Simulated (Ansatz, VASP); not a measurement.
# One calculation of Sb, two programs

Contents of INCAR:

```
  ALGO = Normal
  EDIFF = 1E-6
  ENCUT = 520
  GGA = CA
  ISIF = 2
  ISMEAR = -1
  LASPH = True
  LCHARG = False
  LREAL = False
  LWAVE = False
  NBANDS = 12
  NELM = 60
  PREC = Accurate
  SIGMA = 0.05
```

File KPOINTS:

```
k-points
0
Gamma
  10 10 10
```

Contents of POSCAR:

```
Sb
1.0
    0.0000000000      3.4945307669      3.4945307669
    3.4945307669      0.0000000000      3.4945307669
    3.4945307669      3.4945307669      0.0000000000
Sb
2
Direct
    0.0000000000      0.0000000000      0.0000000000
    0.2500000000      0.2500000000      0.2500000000
```

Input for Ansatz:

```yaml
crystal:
  lattice:
    - [0.0, 3.4945307669, 3.4945307669]
    - [3.4945307669, 0.0, 3.4945307669]
    - [3.4945307669, 3.4945307669, 0.0]
  atoms:
    - { symbol: Sb, position: [0.0, 0.0, 0.0] }
    - { symbol: Sb, position: [0.25, 0.25, 0.25] }
kpoints:
  mp_grid: { grid: [10, 10, 10] }
  band_path:
    path:
      - [0.0, 0.0, 0.0]
      - [0.5, 0.0, 0.5]
      - [0.625, 0.25, 0.625]
      - [0.375, 0.375, 0.75]
      - [0.0, 0.0, 0.0]
      - [0.5, 0.5, 0.5]
      - [0.5, 0.25, 0.75]
      - [0.5, 0.0, 0.5]
    npoints: 5
scf:
  occupations: { method: fermi_dirac, width: 0.05 }
hamiltonian:
  xc: lda
  pseudopotentials: { kind: all_electron, lapw: { basis_error: 0.001 } }
output:
  forces: true
  stress: true
  eigenvalues: true
```

Alike in both runs: task single point; functional LDA; k mesh 10 × 10 × 10; occupations fermi-dirac, width 0.05 eV; no spin polarisation.

|  | VASP | Ansatz |
| --- | --- | --- |
| version | VASP 6.6.1 | Ansatz 0.2.0 |
| potentials or method | VASP PAW LDA potentials, release 64 (Sb), cutoff 520 eV | all-electron LAPW, scalar-relativistic |

```tsv
	VASP	Ansatz	Ansatz less VASP
pressure (GPa)	-2.3	-2.4	-0.10
```

LDA's correlation is that of Perdew and Zunger in VASP and of Perdew and Wang (1992) in Ansatz. Ansatz ran all-electron here, and VASP with PAW potentials.

Spin-orbit coupling is off throughout.
